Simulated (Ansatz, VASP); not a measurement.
## One calculation of MgO, two programs

The input INCAR:

```
PREC = Accurate
ENCUT = 520
EDIFF = 1E-6
ISMEAR = 0
SIGMA = 0.05
LREAL = F
LASPH = T
NELM = 80
ALGO = Normal
ISIF = 2
LWAVE = F
LCHARG = F
GGA = PE
NBANDS = 16
```

KPOINTS

```
regular mesh
0
Gamma
  9 9 6
```

Contents of POSCAR:

```
MgO
1.0
    3.3152854007      0.0000000000      0.0000000000
   -1.6576427004      2.8711213778      0.0000000000
    0.0000000000      0.0000000000      5.1215474231
Mg O
2 2
Direct
    0.2912967623      0.6276575182      0.0063188067
    0.7087032377      0.3723424818      0.5063188067
    0.3721729169      0.7027090708      0.3982811933
    0.6278270831      0.2972909292      0.8982811933
```

Input for Ansatz:

```yaml
crystal:
  lattice:
    - [3.3152854007, 0.0, 0.0]
    - [-1.6576427004, 2.8711213778, 0.0]
    - [0.0, 0.0, 5.1215474231]
  atoms:
    - { symbol: Mg, position: [0.2912967623, 0.6276575182, 0.0063188067] }
    - { symbol: Mg, position: [0.7087032377, 0.3723424818, 0.5063188067] }
    - { symbol: O, position: [0.3721729169, 0.7027090708, 0.3982811933] }
    - { symbol: O, position: [0.6278270831, 0.2972909292, 0.8982811933] }
basis:
  ecutwfc: 520.0
kpoints:
  mp_grid: { grid: [9, 9, 6] }
hamiltonian:
  xc: pbe
  pseudopotentials: { kind: paw, azcp: { folder: soft_1 } }
scf:
  occupations: { method: gaussian, width: 0.05 }
output:
  forces: true
  stress: true
  eigenvalues: true
```

Change from the starting cell: mode 4 frozen in at -0.075 Å and mode 5 at -0.112 Å (largest displacements).

Alike in both runs: task single point; functional PBE; k mesh 9 × 9 × 6; occupations gaussian, width 0.05 eV; no spin polarisation.

|  | VASP | Ansatz |
| --- | --- | --- |
| version | VASP 6.6.1 | Ansatz 0.2.0 |
| potentials or method | VASP PAW PBE potentials, release 64 (Mg, O), cutoff 520 eV | scalar-relativistic, plane waves, PAW |
| valence electrons in the cell | 16 | 32 |

|  | VASP | Ansatz | Ansatz less VASP |
| --- | --- | --- | --- |
| gap on the k mesh at the Fermi level (eV) | 3.27 | 3.29 | +0.020 |
| least direct gap on the mesh (eV) | 3.27 | 3.29 | +0.020 |
| pressure (GPa) | -0.8 | -0.3 | +0.43 |
| traceless stress, the component that is largest in VASP (GPa) | 0.51 | 0.48 | -0.029 |
| rms of the force components (eV/Å) | 0.210 | 0.208 | -0.0020 |

Atom by atom the forces differ by 0.002 eV/Å (rms over components). VASP's potentials hold 16 valence electrons a cell and Ansatz's 32, so a difference there can come from the potentials and not from the codes.
